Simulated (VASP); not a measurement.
A run of VASP 6.6.1 is set up as follows.

The input INCAR:

```
PREC     = Accurate       # precision mode
ENCUT    = 520            # plane-wave cutoff, eV
EDIFF    = 1E-7           # SCF threshold, eV
ISMEAR   = 1              # smearing method
SIGMA    = 0.05           # smearing width, eV
LREAL    = False          # projectors in reciprocal space
LASPH    = True           # aspherical terms in the spheres
NELM     = 80             # most SCF steps
ALGO     = Normal         # electronic algorithm
ISIF     = 2              # what is computed and relaxed
LWAVE    = False          # write WAVECAR
LCHARG   = False          # write CHGCAR
GGA      = PE             # functional
NBANDS   = 14             # bands
```

The input KPOINTS:

```
Automatic mesh
0
Gamma
  5 5 5
```

File POSCAR:

```
HfC
1.0
    0.0000000000      2.3250000000      2.3250000000
    2.3250000000      0.0000000000      2.3250000000
    2.3250000000      2.3250000000      0.0000000000
Hf C
1 1
Direct
    0.5000000000      0.5000000000      0.5000000000
    0.0000000000      0.0000000000      0.0000000000
```

Potentials or basis: VASP PAW PBE potentials, release 64 (Hf_pv, C).

Run with:

```console
$ cat potpaw_PBE.64/Hf_pv/POTCAR potpaw_PBE.64/C/POTCAR > POTCAR
$ mpirun -np 1 vasp_std > vasp.out
```

Predict the pressure.

0.3 GPa.

What does it give for the band gap on the k mesh?

Zero (band 7 reaches 7.00 eV, above the bottom of band 8 at 5.77 eV).

Caveat: the k points lie up to 0.47 Å⁻¹ apart; spin-orbit coupling is left out, which moves the levels of the heavy elements.
